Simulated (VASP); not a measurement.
A run of VASP 6.6.1:

Contents of INCAR:

```
ALGO     = Normal         # electronic algorithm
EDIFF    = 1E-6           # SCF threshold, eV
ENCUT    = 520            # plane-wave cutoff, eV
GGA      = PE             # functional
ISIF     = 2              # what is computed and relaxed
ISMEAR   = 0              # smearing method
LASPH    = T              # aspherical terms in the spheres
LCHARG   = T              # write CHGCAR
LELF     = T              # ELF
LREAL    = F              # projectors in reciprocal space
LVHAR    = T            
LWAVE    = F              # write WAVECAR
NBANDS   = 16             # bands
NELM     = 100            # most SCF steps
PREC     = Accurate       # precision mode
SIGMA    = 0.05           # smearing width, eV
```

KPOINTS

```
k-points
0
Gamma
  10 10 10
```

File POSCAR:

```
GaP
1.0
    0.0000000000      2.6551847782      2.7271823934
    2.7271823934      0.0000000000      2.7271823934
    2.7271823934      2.6551847782      0.0000000000
Ga P
1 1
Direct
    0.0000000000      0.0000000000      0.0000000000
    0.7500000000      0.7500000000      0.7500000000
```

Potentials or basis: VASP PAW PBE potentials, release 64 (Ga_d, P).

Command:

```sh
$ cat potpaw_PBE.64/Ga_d/POTCAR potpaw_PBE.64/P/POTCAR > POTCAR
$ mpirun -np 1 vasp_std > vasp.out
```

Hardware: 1 thread of Intel(R) Xeon(R) 6975P-C (Granite Rapids), on a shared host.

Task: How long does it take, and how much memory?

Result: Wall time 34 s on 1 thread of Intel(R) Xeon(R) 6975P-C (Granite Rapids) (shared host), peak memory 0.2 GiB. Counts: scf iterations 12, k points 102.
